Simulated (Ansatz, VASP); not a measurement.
**Two plane-wave programs on Al**

```
CELL_PARAMETERS angstrom
2.69620 0.00000 0.00000
-1.34810 2.33498 0.00000
0.00000 0.00000 8.44260
ATOMIC_POSITIONS crystal
Al 0.00000 0.00000 0.00000
Al 0.33333 0.66667 0.25000
Al 0.00000 0.00000 0.50000
Al 0.66667 0.33333 0.75000
```

Alike in both runs: task single point; functional PBE; dispersion D3(BJ); k mesh 18 × 18 × 4; occupations gaussian, width 0.15 eV; no spin polarisation.

|  | VASP | Ansatz |
| --- | --- | --- |
| version | VASP 6.6.1 | Ansatz 0.2.0 |
| potentials or method | VASP PAW PBE potentials, release 64 (Al), cutoff 520 eV | scalar-relativistic, plane waves, PAW |
| valence electrons in the cell | 12 | 12 |

|  | VASP | Ansatz | Ansatz less VASP |
| --- | --- | --- | --- |
| gap on the k mesh at the Fermi level (eV) | none | none | - |
| pressure (GPa) | 22.5 | 22.5 | -0.03 |
| traceless stress, the component that is largest in VASP (GPa) | 4.88 | 4.87 | -0.007 |

A gap of «none» marks a metal or a gap that the smearing closes.
